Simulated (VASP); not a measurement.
Set up this calculation in VASP 6.6.1, as the native input.

```
Task                   : single point
Functional             : PBE
Potentials or basis    : VASP PAW PBE potentials, release 64 (H, Os)
Cutoff                 : 520 eV
k mesh                 : 12 × 12 × 12
Occupations            : gaussian, width 0.1 eV
Spin                   : collinear spin
Starting moments       : [0.0, 0.0, 0.39, 0.0, 0.0] μB
Dipole correction      : no
Further INCAR settings : ALGO = Normal; EDIFF = 1e-06; NBANDS = 25
```

The structure of H2Os3 lies in POSCAR:

```
H2Os3
1.0
    4.2687567519      0.0000000000      0.0000000000
   -2.1343783760      3.6968517897      0.0000000000
    0.0000000000      0.0000000000      3.3604423076
H Os
2 3
Direct
    0.3333333333      0.6666666667      0.5000000000
    0.6666666667      0.3333333333      0.5000000000
    0.0000000000      0.0000000000      0.5000000000
    0.3333333333      0.6666666667      0.0000000000
    0.6666666667      0.3333333333      0.0000000000
```

The cell was generated, and may not be a known phase.

These files were run (other wordings do the same):

INCAR

```
SYSTEM = H2Os3
  PREC = Accurate
  ENCUT = 520
  EDIFF = 1E-6
  ISMEAR = 0
  SIGMA = 0.1
  LREAL = .False.
  LASPH = .True.
  NELM = 150
  ALGO = Normal
  ISIF = 2
  LWAVE = .False.
  LCHARG = .True.
  ISPIN = 2
  MAGMOM = 0 0 0.39 0 0
  LORBIT = 11
  LMAXMIX = 4
  GGA = PE
  LELF = .True.
  LVHAR = .True.
  NBANDS = 25
```

KPOINTS

```
regular mesh
0
Gamma
  12 12 12
  0 0 0
```

Potentials or basis: VASP PAW PBE potentials, release 64 (H, Os).

Launch:

```console
$ cat potpaw_PBE.64/H/POTCAR potpaw_PBE.64/Os/POTCAR > POTCAR
$ mpirun -np 1 vasp_std > vasp.out
```

It gave:

```
Pressure                                              : 0.1 GPa
Band gap on the k mesh                                : zero (filled and empty bands overlap)
Net moment                                            : 0.00 μB per cell
Valence electrons inside the program's atomic spheres : H 0.61; Os 6.77, 7.54 (each value once)
```

Caveat: spin-orbit coupling is left out, which moves the levels of the heavy elements.

Wall time 4.6 min on 1 thread of Intel(R) Xeon(R) 6975P-C (Granite Rapids), on a shared host, peak memory 0.38 GiB.
